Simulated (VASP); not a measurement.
Wanted: the native input for a VASP 6.6.1 run.

```yaml
Task: single point
Functional: r2SCAN
Potentials_or_basis: VASP PAW PBE potentials, release 64 (Mo_sv, S)
Cutoff: 520 eV
k_mesh: 3 × 3 × 2
Occupations: fermi-dirac, width 0.026 eV
Spin: no spin polarisation
Dipole_correction: no
Further_INCAR_settings: ALGO = Normal; EDIFF = 1e-06; NBANDS = 64
```

Crystal: MoS2.

```xyz
12
Lattice="6.4534 0.0000 0.0000 -3.2267 5.5888 0.0000 0.0000 0.0000 5.9569" Properties=species:S:1:pos:R:3 pbc="T T T"
Mo   -0.0051   -0.0051    0.0142
Mo   -1.6185    2.7884   -0.0135
Mo    3.2186   -0.0021    0.0074
Mo    1.6306    2.7972    0.0141
S     0.0096    1.8808    1.5258
S     1.6032    0.9173    4.4066
S    -1.6464    4.6819    1.5203
S     0.0080    3.7645    4.4181
S     3.2437    1.8564    1.5525
S     4.8354    0.9229    4.3774
S     1.5906    4.6902    1.5603
S     3.2368    3.7112    4.3984
```

One way to write it, as run:

POSCAR

```
MoS2
1.0
    6.4533660000      0.0000000000      0.0000000000
   -3.2266830000      5.5887790000      0.0000000000
    0.0000000000      0.0000000000      5.9569260000
Mo S
4 8
Direct
   -0.0012412513     -0.0009096799      0.0023888160
   -0.0013312228      0.4989356351     -0.0022746631
    0.4985563944     -0.0003703850      0.0012380547
    0.5029295140      0.5005053877      0.0023606135
    0.1697582614      0.3365391618      0.2561467106
    0.3304986055      0.1641303047      0.7397367367
    0.1637355565      0.8377282408      0.2552193866
    0.3380238314      0.6735782539      0.7416689413
    0.6687181988      0.3321650400      0.2606171371
    0.8318515713      0.1651416168      0.7348365583
    0.6660780338      0.8392176538      0.2619361060
    0.8335923352      0.6640452235      0.7383610271
```

INCAR.step1

```
SYSTEM = MoS2
ALGO = Normal
EDIFF = 1E-4
ENCUT = 520
GGA = PE
ISMEAR = -1
LASPH = .TRUE.
LCHARG = .FALSE.
LREAL = .FALSE.
LWAVE = .TRUE.
NBANDS = 64
NELM = 80
PREC = Accurate
SIGMA = 0.026
```

INCAR.step2

```
SYSTEM = MoS2
ALGO = Normal
EDIFF = 1E-6
ENCUT = 520
ISIF = 2
ISMEAR = -1
ISTART = 1
LASPH = .TRUE.
LCHARG = .FALSE.
LMIXTAU = .TRUE.
LREAL = .FALSE.
LWAVE = .FALSE.
METAGGA = R2SCAN
NBANDS = 64
NELM = 80
PREC = Accurate
SIGMA = 0.026
```

KPOINTS

```
k-points
0
G
  3 3 2
  0 0 0
```

Potentials or basis: VASP PAW PBE potentials, release 64 (Mo_sv, S).

Run with:

```bash
$ cat potpaw_PBE.64/Mo_sv/POTCAR potpaw_PBE.64/S/POTCAR > POTCAR
$ cp INCAR.step1 INCAR
$ mpirun -np 1 vasp_std > vasp.out
$ cp INCAR.step2 INCAR
$ mpirun -np 1 vasp_std > vasp.out
```

It gave:

| Property | Result |
| --- | --- |
| Pressure | 0.5 GPa |
| Largest force | 0.628 eV/Å |
| Band gap on the k mesh | zero (bands 52 and 53 overlap by 0.99 eV) |

Caveat: the k points lie up to 0.53 Å⁻¹ apart, too coarse for converged energies and pressures of a metal; the atoms stand as in a frame of molecular dynamics; the PAW data sets were made with another functional, which shifts forces and pressure a little.

Run time: 6.3 min on 1 thread of Intel(R) Xeon(R) Platinum 8488C (Sapphire Rapids), with other jobs on the host, peak memory 0.39 GiB.
